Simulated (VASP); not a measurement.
# MgO (Fm-3m) in VASP: a series of runs

MgO is run at these levels: PBE, r2SCAN; tasks: G0W0 quasiparticle levels.

All numbers are computed with VASP 6.6.1; they aren't measurements. Logs are shortened: lines on timing, memory, paths and dates and some standing lists are left out, and cuts for length are marked.

### 1 The cell of the first run

It takes space group Fm-3m (No. 225, cubic). The conventional cell has a = 4.204 Å, b = 4.204 Å, c = 4.204 Å, α = 90.00°, β = 90.00°, γ = 90.00°. Mg (site symmetry m-3m) has 6 O at 2.10 Å within 2.8 Å. Within 2.8 Å of O (site symmetry m-3m) lie 6 Mg at 2.10 Å.

### 2 G0W0 quasiparticle levels, PBE

File POSCAR:

```
MgO
1.0
    0.0000000000      2.1021674163      2.1021674163
    2.1021674163      0.0000000000      2.1021674163
    2.1021674163      2.1021674163      0.0000000000
Mg O
1 1
Direct
    0.0000000000      0.0000000000      0.0000000000
    0.5000000000      0.5000000000      0.5000000000
```

File INCAR.step1:

```
ALGO     = Normal         # electronic algorithm
EDIFF    = 1E-8           # SCF threshold, eV
ENCUT    = 500            # plane-wave cutoff, eV
GGA      = PE             # functional
ISMEAR   = 0              # smearing method
LASPH    = T              # aspherical terms in the spheres
LCHARG   = F              # write CHGCAR
LREAL    = F              # projectors in reciprocal space
LWAVE    = T              # write WAVECAR
NELM     = 60             # most SCF steps
PREC     = Accurate       # precision mode
SIGMA    = 0.01           # smearing width, eV
```

File INCAR.step2:

```
ALGO     = Exact          # electronic algorithm
EDIFF    = 1E-8           # SCF threshold, eV
ENCUT    = 500            # plane-wave cutoff, eV
GGA      = PE             # functional
ISMEAR   = 0              # smearing method
ISTART   = 1            
LASPH    = T              # aspherical terms in the spheres
LCHARG   = F              # write CHGCAR
LOPTICS  = T              # frequency-dependent dielectric function
LREAL    = F              # projectors in reciprocal space
LWAVE    = T              # write WAVECAR
NBANDS   = 34             # bands
NELM     = 1              # most SCF steps
PREC     = Accurate       # precision mode
SIGMA    = 0.01           # smearing width, eV
```

File INCAR.step3:

```
ALGO     = EVGW0          # electronic algorithm
EDIFF    = 1E-8           # SCF threshold, eV
ENCUT    = 500            # plane-wave cutoff, eV
ENCUTGW  = 80.0           # cutoff of the response function
GGA      = PE             # functional
ISMEAR   = 0              # smearing method
ISTART   = 1            
LASPH    = T              # aspherical terms in the spheres
LCHARG   = F              # write CHGCAR
LREAL    = F              # projectors in reciprocal space
LWAVE    = F              # write WAVECAR
NBANDS   = 34             # bands
NBANDSGW = 12           
NELMGW   = 1            
NOMEGA   = 96             # frequency points
OMEGAMAX = 30           
PREC     = Accurate       # precision mode
PRECFOCK = Fast         
SIGMA    = 0.01           # smearing width, eV
```

File KPOINTS:

```
k-points
0
Gamma
  6 6 6
```

Potentials or basis: VASP PAW PBE potentials, release 64 (Mg_GW, O_GW).

The run is started by

```sh
$ cat potpaw_PBE.64/Mg_GW/POTCAR potpaw_PBE.64/O_GW/POTCAR > POTCAR
$ cp INCAR.step1 INCAR
$ mpirun -np 1 vasp_std > vasp.out
$ cp INCAR.step2 INCAR
$ mpirun -np 1 vasp_std > vasp.out
$ cp INCAR.step3 INCAR
$ mpirun -np 1 vasp_std > vasp.out
```

OUTCAR:

```text
EDIFF = 1E-8
   ENCUT = 500
   ENCUTGW = 80.0
   GGA = PE
   ISMEAR = 0
   ISTART = 1
   LASPH = T
   LREAL = F
   NELMGW = 1
   PREC = Accurate
   PRECFOCK = Fast

 ion  position               nearest neighbor table
   1  0.000  0.000  0.000-   2 2.10   2 2.10   2 2.10   2 2.10   2 2.10   2 2.10
   2  0.500  0.500  0.500-   1 2.10   1 2.10   1 2.10   1 2.10   1 2.10   1 2.10

  LATTYP: Found a face centered cubic cell.
 ALAT       =     4.2043348326

  Lattice vectors:

 A1 = (   0.0000000000,   2.1021674163,   2.1021674163)
 A2 = (   2.1021674163,   0.0000000000,   2.1021674163)
 A3 = (   2.1021674163,   2.1021674163,   0.0000000000)

Analysis of symmetry for initial positions (statically):
=====================================================================
 Subroutine PRICEL returns:
 Original cell was already a primitive cell.

 Routine SETGRP: Setting up the symmetry group for a
 face centered cubic supercell.

 Subroutine GETGRP returns: Found 48 space group operations
 (whereof 48 operations were pure point group operations)
 out of a pool of 48 trial point group operations.

The static configuration has the point symmetry O_h .

Analysis of symmetry for dynamics (positions and initial velocities):
=====================================================================
 Subroutine PRICEL returns:
 Original cell was already a primitive cell.

 Routine SETGRP: Setting up the symmetry group for a
 face centered cubic supercell.

 Subroutine GETGRP returns: Found 48 space group operations
 (whereof 48 operations were pure point group operations)
 out of a pool of 48 trial point group operations.

The dynamic configuration has the point symmetry O_h .

 Subroutine INISYM returns: Found 48 space group operations
 (whereof 48 operations are pure point group operations),
 and found     1 'primitive' translations

----------------------------------------------------------------------------------------

                                     Primitive cell

  volume of cell :      18.5794

  direct lattice vectors                    reciprocal lattice vectors
     0.000000000  2.102167416  2.102167416    -0.237849753  0.237849753  0.237849753
     2.102167416  0.000000000  2.102167416     0.237849753 -0.237849753  0.237849753
     2.102167416  2.102167416  0.000000000     0.237849753  0.237849753 -0.237849753

  length of vectors
     2.972913671  2.972913671  2.972913671     0.411967856  0.411967856  0.411967856

  position of ions in fractional coordinates (direct lattice)
     0.000000000  0.000000000  0.000000000
     0.500000000  0.500000000  0.500000000

  ion indices of the primitive-cell ions
   primitive index   ion index
                 1           1
                 2           2

----------------------------------------------------------------------------------------

 KPOINTS: k-points

Automatic generation of k-mesh.
 Grid dimensions read from file:
 generate k-points for:    6    6    6

 Generating k-lattice:

  Cartesian coordinates                     Fractional coordinates (reciprocal lattice)
    -0.039641625  0.039641625  0.039641625     0.166666667  0.000000000  0.000000000
     0.039641625 -0.039641625  0.039641625     0.000000000  0.166666667  0.000000000
     0.039641625  0.039641625 -0.039641625     0.000000000  0.000000000  0.166666667

  Length of vectors
     0.068661309  0.068661309  0.068661309

  Shift w.r.t. Gamma in fractional coordinates (k-lattice)
     0.000000000  0.000000000  0.000000000

 Subroutine IBZKPT returns following result:
 ===========================================

 Found     16 irreducible k-points:

 Following reciprocal coordinates:
            Coordinates               Weight
  0.000000  0.000000  0.000000      1.000000
  0.166667  0.000000  0.000000      8.000000
  0.333333  0.000000  0.000000      8.000000
  0.500000  0.000000  0.000000      4.000000
  0.166667  0.166667  0.000000      6.000000
  0.333333  0.166667  0.000000     24.000000
[... 8 lines left out ...]
 -0.333333  0.333333  0.166667     24.000000
 -0.333333  0.500000  0.166667     12.000000
   k-points           NKPTS =     16   k-points in BZ     NKDIM =    216   number of bands    NBANDS=     34
   number of dos      NEDOS =    301   number of ions     NIONS =      2
   total plane-waves  NPLWV =  13824
   dimension x,y,z NGX =    24 NGY =   24 NGZ =   24
   dimension x,y,z NGXF=    48 NGYF=   48 NGZF=   48
   ions per type =               1   1
   NGX,Y,Z   is equivalent  to a cutoff of  13.42, 13.42, 13.42 a.u.
   NGXF,Y,Z  is equivalent  to a cutoff of  26.84, 26.84, 26.84 a.u.
 SYSTEM =  unknown system
   PREC   = accura    normal or accurate (medium, high low for compatibility)
   ISTART =      1    job   : 0-new  1-cont  2-samecut
   ICHARG =      0    charge: 1-file 2-atom 10-const
   ISPIN  =      1    spin polarized calculation?
   LNONCOLLINEAR =      F non collinear calculations
   LSORBIT =      F    spin-orbit coupling
   LASPH  =      T    aspherical Exc in radial PAW
   ENCUT  =  500.0 eV  36.75 Ry    6.06 a.u.   5.42  5.42  5.42*2*pi/ulx,y,z
   NELM   =     60;   NELMIN=  2; NELMDL=  0     # of ELM steps
   EDIFF  = 0.1E-07   stopping-criterion for ELM
   LREAL  =      F    real-space projection
   EDIFFG = 0.1E-06   stopping-criterion for IOM
   NSW    =      0    number of steps for IOM
   IBRION =     -1    ionic relax: 0-MD 1-quasi-New 2-CG
   NFREE  =      0    steps in history (QN), initial steepest desc. (CG)
   ISIF   =      0    stress and relaxation
   ISYM   =      3    0-nonsym 1-usesym 2-fastsym
   POTIM  = 0.5000    time-step for ionic-motion
   TEBEG  =    0.0;   TEEND  =   0.0 temperature during run
   PSTRESS=    0.0 pullay stress
   NELECT =       8.0000    total number of electrons
   NUPDOWN=      -1.0000    fix difference up-down
   EMIN   =  10.00;   EMAX   =-10.00  energy-range for DOS
   EFERMI =   0.00;   METHOD = LEGACY
   ISMEAR =     0;   SIGMA  =   0.01  broadening in eV -4-tet -1-fermi 0-gaus
   EFERMI_NEDOS =   21; number of points for ismear=-14 and -15
   IALGO  =     38    algorithm
   IMIX   =      4    mixing-type and parameters
     AMIX     =   0.40;   BMIX     =  1.00
     AMIX_MAG =   1.60;   BMIX_MAG =  1.00
  volume/ion in A,a.u.               =       9.29        62.69
  Fermi-wavevector in a.u.,A,eV,Ry     =   1.236216  2.336109 20.792816  1.528229
  Thomas-Fermi vector in A             =   2.370833
   LORBIT       =      0    0 simple, 1 ext, 2 COOP (PROOUT), +10 PAW based schemes
   GGA     = PE    functional components
   LHFCALC =     T    Hartree Fock is set to
   PRECFOCK=fast      Normal, Fast or Accurate (Low or Medium for compatibility)
   ENCUT4O =  -1.0   cutoff for four orbital integrals eV
   NKREDX  =     1    reduce k-point grid by
   NKREDY  =     1    reduce k-point grid by
   NKREDZ  =     1    reduce k-point grid by
   AEXX    =    1.0000 exact exchange contribution
   HFSCREEN=    0.0000 screening length (either q_TF or 0.3 A-1)
   HFSCREENC=   0.0000 screening length for correlation (either q_TF or 0.3 A-1)
   ENCUTFOCK=  -1.0 apply spherical cutoff to Coloumb kernel
   IVDW    =     0    specifies the selected vdW correction
   LEPSILON=     F    determine dielectric tensor
   LRPA    =     F    only Hartree local field effects (RPA)
   LRPAFORCE           =     F    calculate RPA forces
   ENCUTGW             =  80.0    cutoff for response function in eV
   ENCUTGWSOFT         =  64.0    soft cutoff for Coulomb kernel in GW response function in eV
   ENCUTLF             =  -1.0    cutoff for local field effects
   NELMGW              =     1    number of iterations in solving QP/BSE equation
   NELMHF              =     1    number of iterations in the inner HF iteration
   NKREDLFX            =     1    NKREDLFY  =   1   NKREDLFZ  =   1
 non-spin polarized calculation
 Gauss-broadening in eV      SIGMA  =   0.01
  energy-cutoff  :      500.00
  volume of cell :       18.58
 maximum number of plane-waves:       489
 NGX is ok and might be reduce to    24
  NGX = 14; NGY = 14; NGZ = 14
   NGX = 11   NGY = 11   NGZ = 11
 maximum number of plane-waves:        34
 NGX is ok and might be reduce to    10

 QP shifts <psi_nk| G(iteration)W_0 |psi_nk>: iteration 1
 for sc-GW calculations column KS-energies equals QP-energies in previous step
 and V_xc(KS)=  KS-energies - (<T + V_ion + V_H > + <T+V_H+V_ion>^1  + <V_x>^1)

 k-point   1 :       0.0000    0.0000    0.0000
  band No.  KS-energies  QP-energies   sigma(KS)   V_xc(KS)     V^pw_x(r,r')   Z            occupation Imag(sigma)

      1     -14.0730     -16.2426     -21.1909     -18.1204     -29.9079       0.7066       2.0000       1.1327
      2       3.2240       2.2135     -21.0178     -19.7386     -25.2493       0.7899       2.0000       0.0841
      3       3.2240       2.2135     -21.0178     -19.7386     -25.2493       0.7899       2.0000       0.0841
      4       3.2240       2.2135     -21.0178     -19.7386     -25.2493       0.7899       2.0000       0.0841
      5       8.0036       9.2535     -10.7321     -12.2124      -7.4508       0.8443       0.0000      -0.0556
      6      19.0622      20.4953      -7.3397      -9.0657      -3.0930       0.8303       0.0000      -0.1033
      7      19.0622      20.4953      -7.3397      -9.0657      -3.0930       0.8303       0.0000      -0.1033
      8      19.0622      20.4953      -7.3397      -9.0657      -3.0930       0.8303       0.0000      -0.1033
      9      22.9940      23.5278      -7.2422      -7.9368      -1.6841       0.7686       0.0000      -0.4744
     10      24.7750      26.5862      -7.6775      -9.8787      -3.2625       0.8228       0.0000      -0.1679
     11      24.7750      26.5862      -7.6775      -9.8787      -3.2625       0.8228       0.0000      -0.1679
     12      27.3734      29.0633      -7.3735      -9.4962      -1.8749       0.7961       0.0000      -0.4907

 k-point   2 :       0.1667    0.0000    0.0000
  band No.  KS-energies  QP-energies   sigma(KS)   V_xc(KS)     V^pw_x(r,r')   Z            occupation Imag(sigma)
[... 225 lines left out ...]
      1     -12.4746     -14.6496     -22.7982     -19.8516     -31.3827       0.7381       2.0000       0.9677
      2      -0.3553      -1.9948     -17.7649     -15.6376     -22.1191       0.7707       2.0000       0.1232
      3       0.9695      -0.4866     -18.7865     -16.9199     -23.0483       0.7801       2.0000       0.1044
      4       1.5457       0.2076     -19.3982     -17.6869     -23.6734       0.7820       2.0000       0.0982
      5      13.8030      15.2731      -9.2050     -10.9763      -5.3931       0.8300       0.0000      -0.0750
      6      14.6957      16.4456      -8.6417     -10.7349      -4.7697       0.8360       0.0000      -0.0749
      7      15.7512      17.7303     -11.7291     -14.2124      -7.5621       0.7969       0.0000      -0.1055
      8      19.7551      21.4915      -8.9316     -11.0966      -4.1669       0.8020       0.0000      -0.1797
      9      23.4294      25.1852      -9.1038     -11.3410      -3.8255       0.7848       0.0000      -0.3377
     10      27.9146      29.3905      -7.6715      -9.4888      -2.3591       0.8122       0.0000      -0.5872
     11      29.4855      31.6885      -8.5312     -11.1275      -3.5729       0.8485       0.0000      -0.6303
     12      31.6609      34.0106      -9.0852     -11.8380      -3.7437       0.8535       0.0000      -0.8322
```

Wall time 2.4 min (1 thread of Intel Xeon Platinum 8375C at 2.90GHz (Ice Lake), shared host); peak memory 0.22 GiB.

Results:

| Quantity | Value |
| --- | --- |
| Quasiparticle gap | 7.04 eV |
| Least direct quasiparticle gap | 7.04 eV |
| Band gap of the starting levels on the mesh | 4.78 eV |
| Least direct gap of the starting levels on the mesh | 4.78 eV |

Caveat: the k points lie up to 0.43 Å⁻¹ apart; bands, screening cutoff and mesh are small and nothing is extrapolated, so the quasiparticle values aren't converged.

### 3 G0W0 quasiparticle levels, r2SCAN

POSCAR is that of step 2.

File INCAR.step1:

```
SYSTEM = MgO
PREC = Accurate
ENCUT = 500
EDIFF = 1E-8
ISMEAR = 0
SIGMA = 0.01
LREAL = .False.
LASPH = .True.
NELM = 60
ALGO = Normal
LWAVE = .True.
LCHARG = .False.
METAGGA = R2SCAN
LMIXTAU = .True.
```

File INCAR.step2:

```
SYSTEM = MgO
PREC = Accurate
ENCUT = 500
EDIFF = 1E-8
ISMEAR = 0
SIGMA = 0.01
LREAL = .False.
LASPH = .True.
NELM = 1
ALGO = Exact
LWAVE = .True.
LCHARG = .False.
METAGGA = R2SCAN
LMIXTAU = .True.
NBANDS = 73
LOPTICS = .True.
ISTART = 1
```

File INCAR.step3:

```
SYSTEM = MgO
PREC = Accurate
ENCUT = 500
EDIFF = 1E-8
ISMEAR = 0
SIGMA = 0.01
LREAL = .False.
LASPH = .True.
ALGO = EVGW0
LWAVE = .False.
LCHARG = .False.
METAGGA = R2SCAN
LMIXTAU = .True.
NELMGW = 1
NBANDS = 73
ENCUTGW = 140.0
NOMEGA = 96
PRECFOCK = Fast
ISTART = 1
NBANDSGW = 12
OMEGAMAX = 30
```

File KPOINTS:

```
Automatic mesh
0
Gamma
  6 6 6
  0 0 0
```

Potentials or basis: VASP PAW PBE potentials, release 64 (Mg_GW, O_GW).

The run is started by

```sh
$ cat potpaw_PBE.64/Mg_GW/POTCAR potpaw_PBE.64/O_GW/POTCAR > POTCAR
$ cp INCAR.step1 INCAR
$ mpirun -np 1 vasp_std > vasp.out
$ cp INCAR.step2 INCAR
$ mpirun -np 1 vasp_std > vasp.out
$ cp INCAR.step3 INCAR
$ mpirun -np 1 vasp_std > vasp.out
```

OUTCAR:

```text
SYSTEM = MgO
   PREC = Accurate
   ENCUT = 500
   EDIFF = 1E-8
   ISMEAR = 0
   LREAL = .False.
   LASPH = .True.
   METAGGA = R2SCAN
   NELMGW = 1
   ENCUTGW = 140.0
   PRECFOCK = Fast
   ISTART = 1

 ion  position               nearest neighbor table
   1  0.000  0.000  0.000-   2 2.10   2 2.10   2 2.10   2 2.10   2 2.10   2 2.10
   2  0.500  0.500  0.500-   1 2.10   1 2.10   1 2.10   1 2.10   1 2.10   1 2.10
[... 192 lines left out ...]
      2       2.8064       1.7754     -21.5331     -20.2486     -25.2982       0.8026       2.0000       0.0647
      3       2.8064       1.7754     -21.5331     -20.2486     -25.2982       0.8026       2.0000       0.0647
      4       2.8064       1.7754     -21.5331     -20.2486     -25.2982       0.8026       2.0000       0.0647
      5       8.4650       9.5436     -10.3774     -11.6399      -7.1418       0.8544       0.0000      -0.0527
      6      19.6878      20.6509      -7.3316      -8.4707      -3.0998       0.8455       0.0000      -0.0899
      7      19.6878      20.6509      -7.3316      -8.4707      -3.0998       0.8455       0.0000      -0.0899
      8      19.6878      20.6509      -7.3316      -8.4707      -3.0998       0.8455       0.0000      -0.0899
      9      23.8519      23.8501      -7.0270      -7.0247      -1.6227       0.7770       0.0000      -0.3620
     10      25.6221      26.7289      -7.7798      -9.1010      -3.3044       0.8377       0.0000      -0.1442
     11      25.6221      26.7289      -7.7798      -9.1010      -3.3044       0.8377       0.0000      -0.1442
     12      28.5135      29.3362      -7.2001      -8.2219      -1.8214       0.8052       0.0000      -0.3690
[... 228 lines left out ...]
      1     -13.8783     -15.1391     -23.1468     -21.4611     -31.4881       0.7480       2.0000       1.0222
      2      -0.7853      -2.3964     -18.3571     -16.3108     -22.3127       0.7874       2.0000       0.0965
      3       0.5398      -0.8911     -19.3603     -17.5597     -23.2137       0.7947       2.0000       0.0816
      4       1.1192      -0.2024     -19.9605     -18.3003     -23.8133       0.7960       2.0000       0.0764
      5      14.3632      15.4197      -9.0403     -10.2908      -5.2033       0.8449       0.0000      -0.0693
      6      15.4140      16.6144      -8.5001      -9.9127      -4.6155       0.8497       0.0000      -0.0691
      7      16.4600      17.9072     -11.5678     -13.3471      -7.3282       0.8134       0.0000      -0.0959
      8      20.5485      21.7104      -8.8577     -10.2850      -4.1332       0.8141       0.0000      -0.1472
      9      24.3960      25.4129      -9.1122     -10.3901      -3.8236       0.7957       0.0000      -0.2823
     10      28.9029      29.5832      -7.7204      -8.5510      -2.4008       0.8192       0.0000      -0.5083
     11      30.4563      31.8180      -8.6720     -10.2520      -3.6326       0.8619       0.0000      -0.5763
     12      32.8428      34.0793      -9.3629     -10.8040      -3.8252       0.8581       0.0000      -0.7750
```

OUTCAR.step1:

```text
SYSTEM = MgO
   PREC = Accurate
   ENCUT = 500
   EDIFF = 1E-8
   ISMEAR = 0
   LREAL = .False.
   LASPH = .True.
[... 386 lines left out ...]
      0.00000      0.00000      0.00000         0.000000      0.000000      0.000000
      2.10217      2.10217      2.10217        -0.000000     -0.000000      0.000000
 -----------------------------------------------------------------------------------
    total drift:                               -0.000000     -0.000000      0.000000

  FREE ENERGIE OF THE ION-ELECTRON SYSTEM (eV)
  ---------------------------------------------------
  free  energy   TOTEN  =       -16.1942463817 eV

  energy  without entropy=      -16.1942463817  energy(sigma->0) =      -16.19424638
```

Wall time 3.5 min (1 thread of Intel Xeon 6975P-C (Granite Rapids), shared host); peak memory 0.32 GiB.

Results:

* Quasiparticle gap: 7.77 eV
* Least direct quasiparticle gap: 7.77 eV
* Band gap of the starting levels on the mesh: 5.66 eV
* Least direct gap of the starting levels on the mesh: 5.66 eV

Caveat: the k points lie up to 0.43 Å⁻¹ apart; bands, screening cutoff and mesh are small and nothing is extrapolated, so the quasiparticle values aren't converged.

[end of part 1 of 2]
